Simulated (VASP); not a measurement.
A run of VASP 6.6.1 is set up as follows.

File POSCAR.step1:

```
PbSe
1.0
    0.0000000000      2.9659293354      2.9659293354
    2.9659293354      0.0000000000      2.9659293354
    2.9659293354      2.9659293354      0.0000000000
Pb Se
1 1
Direct
    0.0000000000      0.0000000000      0.0000000000
    0.5000000000      0.5000000000      0.5000000000
```

POSCAR.step2

```
PbSe
1.0
    0.0000000000      2.9981702236      2.9981702236
    2.9981702236      0.0000000000      2.9981702236
    2.9981702236      2.9981702236      0.0000000000
Pb Se
1 1
Direct
    0.0000000000      0.0000000000      0.0000000000
    0.5000000000      0.5000000000      0.5000000000
```

POSCAR.step3

```
PbSe
1.0
    0.0000000000      3.0297322296      3.0297322296
    3.0297322296      0.0000000000      3.0297322296
    3.0297322296      3.0297322296      0.0000000000
Pb Se
1 1
Direct
    0.0000000000      0.0000000000      0.0000000000
    0.5000000000      0.5000000000      0.5000000000
```

The input POSCAR.step4:

```
PbSe
1.0
    0.0000000000      3.0606500000      3.0606500000
    3.0606500000      0.0000000000      3.0606500000
    3.0606500000      3.0606500000      0.0000000000
Pb Se
1 1
Direct
    0.0000000000      0.0000000000      0.0000000000
    0.5000000000      0.5000000000      0.5000000000
```

The input POSCAR.step5:

```
PbSe
1.0
    0.0000000000      3.0909554363      3.0909554363
    3.0909554363      0.0000000000      3.0909554363
    3.0909554363      3.0909554363      0.0000000000
Pb Se
1 1
Direct
    0.0000000000      0.0000000000      0.0000000000
    0.5000000000      0.5000000000      0.5000000000
```

File POSCAR.step6:

```
PbSe
1.0
    0.0000000000      3.1206779849      3.1206779849
    3.1206779849      0.0000000000      3.1206779849
    3.1206779849      3.1206779849      0.0000000000
Pb Se
1 1
Direct
    0.0000000000      0.0000000000      0.0000000000
    0.5000000000      0.5000000000      0.5000000000
```

POSCAR.step7

```
PbSe
1.0
    0.0000000000      3.1498448903      3.1498448903
    3.1498448903      0.0000000000      3.1498448903
    3.1498448903      3.1498448903      0.0000000000
Pb Se
1 1
Direct
    0.0000000000      0.0000000000      0.0000000000
    0.5000000000      0.5000000000      0.5000000000
```

File INCAR:

```
GGA = RE ; ISMEAR = 0
SIGMA = 0.03 ; LWAVE = False
LCHARG = False ; ISIF = 2
NSW = 0 ; ENCUT = 450
PREC = Accurate ; LASPH = True
LREAL = False ; ALGO = Normal
EDIFF = 1E-7 ; NELM = 120
GGA_COMPAT = False ; EFERMI = MIDGAP
```

File KPOINTS:

```
k-points
0
Gamma
  6 6 6
```

Potentials or basis: VASP PAW PBE potentials, release 64 (Pb_d_GW, Se_GW).

Launch:

```bash
$ cat potpaw_PBE.64/Pb_d_GW/POTCAR potpaw_PBE.64/Se_GW/POTCAR > POTCAR
$ cp POSCAR.step1 POSCAR
$ mpirun -np 1 vasp_std > vasp.out
$ cp POSCAR.step2 POSCAR
$ mpirun -np 1 vasp_std > vasp.out
$ cp POSCAR.step3 POSCAR
$ mpirun -np 1 vasp_std > vasp.out
$ cp POSCAR.step4 POSCAR
$ mpirun -np 1 vasp_std > vasp.out
$ cp POSCAR.step5 POSCAR
$ mpirun -np 1 vasp_std > vasp.out
$ cp POSCAR.step6 POSCAR
$ mpirun -np 1 vasp_std > vasp.out
$ cp POSCAR.step7 POSCAR
$ mpirun -np 1 vasp_std > vasp.out
```

(1) Predict the bulk modulus.

(2) Predict the pressure derivative of the bulk modulus.

(3) What does it give for the equilibrium volume?

Answers

(1) 44 GPa.

(2) 4.0 (rough: it moves with the points fitted).

(3) 30.85 Å³/atom.

Caveat: the PAW data sets were made with another functional, which shifts forces and pressure a little; spin-orbit coupling is left out, which moves the levels of the heavy elements.
